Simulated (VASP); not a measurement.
# Si2W (I4/mmm) in VASP: further runs

The runs below take Si2W through relaxation of cell and atoms, relaxation of shape and atoms at fixed volume, with PBEsol.

All numbers are computed with VASP 6.6.1; they aren't measurements. Logs are shortened: lines on timing, memory, paths and dates and some standing lists are left out, and cuts for length are marked.

### Step 1. The cell of the first run

Symmetry: I4/mmm, No. 139, tetragonal system. The conventional cell has a = 3.214 Å, b = 3.214 Å, c = 7.830 Å, α = 90.00°, β = 90.00°, γ = 90.00°. Within 3.4 Å of Si (site symmetry 4mm) lie 9 Si at 2.59 to 3.21 Å and 5 W at 2.62 Å. Within 3.4 Å of W (site symmetry 4/mmm) lie 10 Si at 2.62 Å and 4 W at 3.21 Å.

### Step 2. Relaxation of cell and atoms, PBEsol

The input, INCAR:

```
PREC = Accurate
ENCUT = 600
EDIFF = 1E-6
ISMEAR = 0
SIGMA = 0.1
LREAL = F
LASPH = T
NELM = 60
ALGO = Normal
ISIF = 3
LWAVE = F
LCHARG = F
GGA = PS
IBRION = 2
NSW = 100
EDIFFG = -0.01
```

The input, KPOINTS:

```
regular mesh
0
Gamma
  18 18 18
```

The input, POSCAR:

```
Si2W
1.0
   -1.6069000000      1.6069000000      3.9149500000
    1.6069000000     -1.6069000000      3.9149500000
    1.6069000000      1.6069000000     -3.9149500000
Si W
2 1
Direct
    0.3347000000      0.3347000000      0.0000000000
    0.6653000000      0.6653000000      0.0000000000
    0.0000000000      0.0000000000      0.0000000000
```

Potentials or basis: VASP PAW PBE potentials, release 64 (Si, W_sv).

Command:

```sh
$ cat potpaw_PBE.64/Si/POTCAR potpaw_PBE.64/W_sv/POTCAR > POTCAR
$ mpirun -np 1 vasp_std > vasp.out
```

OUTCAR:

```text
PREC = Accurate
   ENCUT = 600
   EDIFF = 1E-6
   ISMEAR = 0
   LREAL = F
   LASPH = T
   NELM = 60
   ISIF = 3
   GGA = PS
   IBRION = 2
   NSW = 100
   EDIFFG = -0.01

 ion  position               nearest neighbor table
   1  0.335  0.335  0.000-   2 2.59   3 2.62   3 2.62   3 2.62   3 2.62   3 2.62   2 2.63   2 2.63
                             2 2.63   2 2.63
   2  0.665  0.665  0.000-   1 2.59   3 2.62   3 2.62   3 2.62   3 2.62   3 2.62   1 2.63   1 2.63
                             1 2.63   1 2.63
   3  0.000  0.000  0.000-   2 2.62   2 2.62   2 2.62   1 2.62   2 2.62   1 2.62   1 2.62   1 2.62
                             1 2.62   2 2.62

  LATTYP: Found a body centered tetragonal cell.
 ALAT       =     3.2138000000
 C/A-ratio  =     2.4363370465

  Lattice vectors:

 A1 = (  -1.6069000000,   1.6069000000,   3.9149500000)
 A2 = (   1.6069000000,  -1.6069000000,   3.9149500000)
 A3 = (   1.6069000000,   1.6069000000,  -3.9149500000)

Analysis of symmetry for initial positions (statically):
=====================================================================
 Subroutine PRICEL returns:
 Original cell was already a primitive cell.

 Routine SETGRP: Setting up the symmetry group for a
 body centered tetragonal supercell.

 Subroutine GETGRP returns: Found 16 space group operations
 (whereof 16 operations were pure point group operations)
 out of a pool of 16 trial point group operations.

The static configuration has the point symmetry D_4h.

Analysis of symmetry for dynamics (positions and initial velocities):
=====================================================================
 Subroutine PRICEL returns:
 Original cell was already a primitive cell.

 Routine SETGRP: Setting up the symmetry group for a
 body centered tetragonal supercell.

 Subroutine GETGRP returns: Found 16 space group operations
 (whereof 16 operations were pure point group operations)
 out of a pool of 16 trial point group operations.

The dynamic configuration has the point symmetry D_4h.

 Subroutine INISYM returns: Found 16 space group operations
 (whereof 16 operations are pure point group operations),
 and found     1 'primitive' translations

----------------------------------------------------------------------------------------

                                     Primitive cell

  volume of cell :      40.4356

  direct lattice vectors                    reciprocal lattice vectors
    -1.606900000  1.606900000  3.914950000     0.000000000  0.311158131  0.127715552
     1.606900000 -1.606900000  3.914950000     0.311158131  0.000000000  0.127715552
     1.606900000  1.606900000 -3.914950000     0.311158131  0.311158131  0.000000000

  length of vectors
     4.526708376  4.526708376  4.526708376     0.336348992  0.336348992  0.440044048

  position of ions in fractional coordinates (direct lattice)
     0.334700000  0.334700000  0.000000000
     0.665300000  0.665300000  0.000000000
     0.000000000  0.000000000  0.000000000

  ion indices of the primitive-cell ions
   primitive index   ion index
                 1           1
                 2           2
                 3           3

----------------------------------------------------------------------------------------

 KPOINTS: regular mesh

Automatic generation of k-mesh.
 Grid dimensions read from file:
 generate k-points for:   18   18   18

 Generating k-lattice:

  Cartesian coordinates                     Fractional coordinates (reciprocal lattice)
     0.000000000  0.017286563  0.007095308     0.055555556  0.000000000  0.000000000
     0.017286563  0.000000000  0.007095308     0.000000000  0.055555556  0.000000000
     0.017286563  0.017286563  0.000000000     0.000000000  0.000000000  0.055555556

  Length of vectors
     0.018686055  0.018686055  0.024446892

  Shift w.r.t. Gamma in fractional coordinates (k-lattice)
     0.000000000  0.000000000  0.000000000

 Subroutine IBZKPT returns following result:
 ===========================================

 Found    480 irreducible k-points:

 Following reciprocal coordinates:
            Coordinates               Weight
  0.000000  0.000000  0.000000      1.000000
  0.055556 -0.000000  0.000000      8.000000
  0.111111 -0.000000  0.000000      8.000000
  0.166667  0.000000  0.000000      8.000000
  0.222222  0.000000 -0.000000      8.000000
  0.277778  0.000000  0.000000      8.000000
[... 16 lines left out ...]
 -0.277778  0.055556  0.000000     16.000000
 -0.222222  0.055556  0.000000     16.000000
 [... further k-points ...]
   k-points           NKPTS =    480   k-points in BZ     NKDIM =    480   number of bands    NBANDS=     15
   number of dos      NEDOS =    301   number of ions     NIONS =      3
   total plane-waves  NPLWV =  46656
   dimension x,y,z NGX =    36 NGY =   36 NGZ =   36
   dimension x,y,z NGXF=    72 NGYF=   72 NGZF=   72
   ions per type =               2   1
   NGX,Y,Z   is equivalent  to a cutoff of  13.22, 13.22, 13.22 a.u.
   NGXF,Y,Z  is equivalent  to a cutoff of  26.44, 26.44, 26.44 a.u.
 SYSTEM =  unknown system
   PREC   = accura    normal or accurate (medium, high low for compatibility)
   ISTART =      0    job   : 0-new  1-cont  2-samecut
   ICHARG =      2    charge: 1-file 2-atom 10-const
   ISPIN  =      1    spin polarized calculation?
   LNONCOLLINEAR =      F non collinear calculations
   LSORBIT =      F    spin-orbit coupling
   LASPH  =      T    aspherical Exc in radial PAW
   ENCUT  =  600.0 eV  44.10 Ry    6.64 a.u.   9.04  9.04  9.04*2*pi/ulx,y,z
   NELM   =     60;   NELMIN=  2; NELMDL= -5     # of ELM steps
   EDIFF  = 0.1E-05   stopping-criterion for ELM
   LREAL  =      F    real-space projection
   EDIFFG = -.1E-01   stopping-criterion for IOM
   NSW    =    100    number of steps for IOM
   IBRION =      2    ionic relax: 0-MD 1-quasi-New 2-CG
   NFREE  =      1    steps in history (QN), initial steepest desc. (CG)
   ISIF   =      3    stress and relaxation
   ISYM   =      2    0-nonsym 1-usesym 2-fastsym
   POTIM  = 0.5000    time-step for ionic-motion
   TEBEG  =    0.0;   TEEND  =   0.0 temperature during run
   PSTRESS=    0.0 pullay stress
   NELECT =      22.0000    total number of electrons
   NUPDOWN=      -1.0000    fix difference up-down
   EMIN   =  10.00;   EMAX   =-10.00  energy-range for DOS
   EFERMI =   0.00;   METHOD = LEGACY
   ISMEAR =     0;   SIGMA  =   0.10  broadening in eV -4-tet -1-fermi 0-gaus
   EFERMI_NEDOS =   21; number of points for ismear=-14 and -15
   IALGO  =     38    algorithm
   IMIX   =      4    mixing-type and parameters
     AMIX     =   0.40;   BMIX     =  1.00
     AMIX_MAG =   1.60;   BMIX_MAG =  1.00
  volume/ion in A,a.u.               =      13.48        90.96
  Fermi-wavevector in a.u.,A,eV,Ry     =   1.336476  2.525573 24.302284  1.786167
  Thomas-Fermi vector in A             =   2.465099
   LORBIT       =      0    0 simple, 1 ext, 2 COOP (PROOUT), +10 PAW based schemes
   GGA     = PS    functional components
   LHFCALC =     F    Hartree Fock is set to
   AEXX    =    0.0000 exact exchange contribution
   IVDW    =     0    specifies the selected vdW correction
   LEPSILON=     F    determine dielectric tensor
   LRPA    =     F    only Hartree local field effects (RPA)
 conjugate gradient relaxation of ions
 non-spin polarized calculation
 Gauss-broadening in eV      SIGMA  =   0.10
  energy-cutoff  :      600.00
  volume of cell :       40.44
 maximum number of plane-waves:      1373
   NGX = 19   NGY = 19   NGZ = 19

--------------------------------------- Ionic step        1  -------------------------------------------

 number of electron      21.9999999 magnetization

 Free energy of the ion-electron system (eV)
  ---------------------------------------------------
  ext. energy  EPLUGINS =         0.00000000
  ---------------------------------------------------
  free energy    TOTEN  =       -26.63933688 eV

  energy without entropy =      -26.63844950  energy(sigma->0) =      -26.63889319

------------------------ aborting loop because EDIFF is reached ----------------------------------------

  FORCE on cell =-STRESS in cart. coord.  units (eV):
  Direction    XX          YY          ZZ          XY          YZ          ZX
  --------------------------------------------------------------------------------------
  -------------------------------------------------------------------------------------
  Total       -0.4490022     -0.4490022     -0.3471958      0.0000000      0.0000000     -0.0000000
  in kB      -17.7907868    -17.7907868    -13.7569181      0.0000000      0.0000000     -0.0000000
  external PRESSURE =     -16.4461639 kB  Pullay stress =       0.0000000 kB
[... 133 lines left out ...]
  energy  without entropy=      -26.6399941485  energy(sigma->0) =      -26.64043939

--------------------------------------- Ionic step        5  -------------------------------------------

 number of electron      21.9999999 magnetization

 Free energy of the ion-electron system (eV)
  ---------------------------------------------------
  ext. energy  EPLUGINS =         0.00000000
  ---------------------------------------------------
  free energy    TOTEN  =       -26.64089025 eV

  energy without entropy =      -26.64000270  energy(sigma->0) =      -26.64044648

 E-fermi :  11.9639     XC(G=0): -12.6405

 val. band max:       11.9386286781   @ k =  -0.3889   0.5000   0.3333
 cond. band min:      12.0155207351   @ k =  -0.3889  -0.4444   0.3333
 fundamental gap:      0.0768920570
 Fermi energy:        11.9639483102

 k-point     1 :       0.0000    0.0000    0.0000
  band No.  band energies     occupation
      1     -61.8259      2.00000
      2     -26.0993      2.00000
      3     -26.0711      2.00000
      4     -26.0711      2.00000
      5      -2.1683      2.00000
      6       5.0535      2.00000
      7       8.2342      2.00000
      8       8.5726      2.00000
      9       9.1078      2.00000
     10       9.1078      2.00000
     11      12.5889      0.00000
     12      14.7770      0.00000
     13      14.8418      0.00000
     14      15.0886      0.00000
     15      15.0886      0.00000
[... 397 lines left out ...]
 k-point    24 :      -0.2222    0.0556    0.0000
  band No.  band energies     occupation
      1     -61.8224      2.00000
      2     -26.1648      2.00000
      3     -26.0908      2.00000
      4     -26.0692      2.00000
      5      -1.2520      2.00000
      6       5.1993      2.00000
      7       6.5521      2.00000
      8       8.3034      2.00000
      9       9.0821      2.00000
     10       9.8273      2.00000
     11      10.5389      2.00000
     12      13.5889      0.00000
     13      14.2611      0.00000
     14      16.3818      0.00000
     15      16.5154      0.00000

 [... further k-points ...]

------------------------ aborting loop because EDIFF is reached ----------------------------------------

  FORCE on cell =-STRESS in cart. coord.  units (eV):
  Direction    XX          YY          ZZ          XY          YZ          ZX
  --------------------------------------------------------------------------------------
  -------------------------------------------------------------------------------------
  Total        0.0061493      0.0061493     -0.0155681      0.0000000     -0.0000000      0.0000000
  in kB        0.2454121      0.2454121     -0.6213019      0.0000000     -0.0000000      0.0000000
  external PRESSURE =      -0.0434926 kB  Pullay stress =       0.0000000 kB
[... 18 lines left out ...]
  FREE ENERGIE OF THE ION-ELECTRON SYSTEM (eV)
  ---------------------------------------------------
  free  energy   TOTEN  =       -26.6408902526 eV

  energy  without entropy=      -26.6400026979  energy(sigma->0) =      -26.64044648

 reached required accuracy - stopping structural energy minimisation
```

It took 9.6 min on 1 thread of Intel Xeon 6975P-C (Granite Rapids), shared host; peak memory 0.49 GiB.

Results:

```
Free energy                           : -26.6409 eV
Relaxed volume                        : 13.38 Å³/atom
Relaxed cell                          : a = 4.519 Å, b = 4.519 Å, c = 4.519 Å, α = 138.47°, β = 138.47°, γ = 60.18°
Space group after relaxing (to 0.1 Å) : I4/mmm (No. 139)
Energy gained by relaxing             : 0.5 meV/atom
Ionic steps                           : 5
Pressure after relaxing               : 0.0 GPa
Largest force after relaxing          : 0.007 eV/Å
Band gap on the k mesh                : zero (bands 11 and 12 overlap by 1.30 eV)
```

Forces in eV/Å, atoms in the order of the input:
```
Si   0.000  0.000 -0.007
Si   0.000  0.000  0.007
W    0.000  0.000  0.000
```

Step by step:
```csv
step,energy change (eV),largest force (eV/Å),pressure (GPa),volume (Å³)
1,0.0000,0.0119,-1.64,40.44
2,0.0034,0.0537,3.13,39.63
3,-0.0015,0.0264,0.03,40.15
4,-0.0015,0.0021,-0.02,40.15
5,-0.0016,0.0073,0.00,40.15
```

Final structure:
```
Si W
1.0
    -1.60216    1.60216    3.90993
     1.60216   -1.60216    3.90993
     1.60216    1.60216   -3.90993
Si W
2 1
Cartesian
  0.0000 0.0000 2.6162
  0.0000 0.0000 5.2036
  0.0000 0.0000 0.0000
```

Levels at points of the mesh, in eV from the Fermi level:
```csv
k point,band 7,band 8,band 9,band 10,band 11,band 12,band 13,band 14,band 15
"(0.00, 0.00, 0.00)",-3.73,-3.39,-2.86,-2.86,0.62,2.81,2.88,3.12,3.12
"(0.50, 0.00, 0.00)",-5.79,-4.87,-2.81,-2.81,-0.45,2.72,2.82,3.96,4.47
"(0.50, 0.50, 0.00)",-6.04,-5.47,-5.05,-3.30,-1.75,2.83,2.99,3.15,3.91
"(0.50, 0.50, 0.50)",-3.91,-2.61,-0.82,-0.82,-0.51,-0.51,0.80,4.52,4.97
```

Caveat: the PAW data sets were made with another functional, which shifts forces and pressure a little; spin-orbit coupling is left out, which moves the levels of the heavy elements.

(Continued in part 2 of 2.)
